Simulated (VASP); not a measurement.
MoS2: single point with r2SCAN+D3(BJ)

Crystal: MoS2.

```
Mo S
1.0
     3.11728    0.00000    0.00000
    -1.55864    2.69965    0.00000
     0.00000    0.00000   11.60882
Mo S
2 4
Direct
  0.33333 0.66667 0.25000
  0.66667 0.33333 0.75000
  0.33333 0.66667 0.61590
  0.66667 0.33333 0.11590
  0.33333 0.66667 0.88410
  0.66667 0.33333 0.38410
```

```json
{
  "Program": "VASP 6.6.1",
  "Task": "single point",
  "Functional": "r2SCAN",
  "Dispersion": "D3(BJ)",
  "Potentials or basis": "VASP PAW PBE potentials, release 64 (Mo_sv, S)",
  "Cutoff": "520 eV",
  "k mesh": "12 × 12 × 4",
  "Occupations": "gaussian, width 0.02 eV",
  "Spin": "no spin polarisation",
  "Dipole correction": "no",
  "Further INCAR settings": "ALGO = Normal; EDIFF = 1e-07; NBANDS = 35"
}
```

```
Pressure                   : 6.8 GPa
Band gap on the k mesh     : 0.65 eV (least direct gap 1.88 eV)
Dispersion energy per atom : -0.221 eV
```

Stress tensor (GPa, compression positive):
```
6.83 0.00 0.00
0.00 6.83 0.00
0.00 0.00 6.72
```

Levels at points of the mesh, in eV from the valence-band top:
```tsv
k point	band 24	band 25	band 26	band 27	band 28	band 29
(0.00, 0.00, 0.00)	-1.60	-1.03	0.00	2.09	2.09	2.15
(0.50, 0.00, 0.00)	-1.83	-1.78	-1.59	1.62	1.71	1.98
(0.00, 0.00, 0.50)	-2.55	-0.27	-0.27	2.08	2.08	2.08
(0.50, 0.00, 0.50)	-1.99	-1.69	-1.69	1.66	1.66	2.22
```

Run time: 17 min on 1 thread of Intel Xeon 8259CL (shared host), peak memory 0.34 GiB.

Caveat: the cell stands under pressure; the PAW data sets were made with another functional, which shifts forces and pressure a little. A k mesh can miss the band edges.
